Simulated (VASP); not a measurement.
GaP, 16 atoms in the cell. It takes space group F-43m (No. 216, cubic). The conventional cell has a = 5.451 Å, b = 5.451 Å, c = 5.451 Å, α = 90.00°, β = 90.00°, γ = 90.00°. Within 3.1 Å of Ga (site symmetry -43m) lie 4 P at 2.36 Å. P (site symmetry -43m) has 4 Ga at 2.36 Å within 3.1 Å. 

| Quantity | Value |
| --- | --- |
| Program | VASP 6.6.1 |
| Task | electric field gradients |
| Functional | PBE |
| Potentials or basis | VASP PAW PBE potentials, release 64 (Ga_d, P) |
| Cutoff | 520 eV |
| k mesh | 3 × 3 × 3 |
| Occupations | gaussian, width 0.01 eV |
| Spin | no spin polarisation |
| Dipole correction | no |
| Further INCAR settings | LREAL = Auto; ALGO = Normal; EDIFF = 1e-08; NBANDS = 86 |

Potentials or basis: VASP PAW PBE potentials, release 64 (Ga_d, P).

Command:

```console
$ cat potpaw_PBE.64/Ga_d/POTCAR potpaw_PBE.64/P/POTCAR > POTCAR
$ mpirun -np 1 vasp_std > vasp.out
```

Hardware: 1 thread of Intel(R) Xeon(R) Platinum 8259CL CPU @ 2.50GHz (Skylake/Cascade Lake), on a shared host.

Q: How long does it take, and how much memory?

A: Run time: 4.6 min on 1 thread of Intel(R) Xeon(R) Platinum 8259CL CPU @ 2.50GHz (Skylake/Cascade Lake) (shared host), peak memory 0.49 GiB. Counts: scf iterations 18, k points 4.
